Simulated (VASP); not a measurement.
Write the native input for VASP 6.6.1 that does the following.

```
Task                   : single point
Functional             : PBE
Potentials or basis    : VASP PAW PBE potentials, release 64 (B, Au)
Cutoff                 : 520 eV
k mesh                 : 20 × 20 × 20
Occupations            : gaussian, width 0.1 eV
Spin                   : no spin polarisation
Dipole correction      : no
Further INCAR settings : ALGO = Normal; EDIFF = 1e-06; NBANDS = 14
```

The structure of BAu lies in POSCAR:

```
BAu
1.0
    0.0000000000      2.3501692575      2.3501692575
    2.3501692575      0.0000000000      2.3501692575
    2.3501692575      2.3501692575      0.0000000000
B Au
1 1
Direct
    0.0000000000      0.0000000000      0.0000000000
    0.5000000000      0.5000000000      0.5000000000
```

The input as run:

INCAR

```
SYSTEM = BAu
PREC = Accurate
ENCUT = 520
EDIFF = 1E-6
ISMEAR = 0
SIGMA = 0.1
LREAL = .False.
LASPH = .True.
NELM = 100
ALGO = Normal
ISIF = 2
LWAVE = .False.
LCHARG = .False.
GGA = PE
NBANDS = 14
```

KPOINTS

```
regular mesh
0
Gamma
  20 20 20
  0 0 0
```

Potentials or basis: VASP PAW PBE potentials, release 64 (B, Au).

Run with:

```bash
$ cat potpaw_PBE.64/B/POTCAR potpaw_PBE.64/Au/POTCAR > POTCAR
$ mpirun -np 1 vasp_std > vasp.out
```

It gave:

The pressure is -0.2 GPa and the band gap on the k mesh is zero (band 7 reaches 10.39 eV, above the bottom of band 8 at 7.06 eV).

Caveat: spin-orbit coupling is left out, which moves the levels of the heavy elements.

It took 75 s on 1 thread of Intel(R) Xeon(R) Platinum 8488C (Sapphire Rapids), on a shared host, peak memory 0.24 GiB.
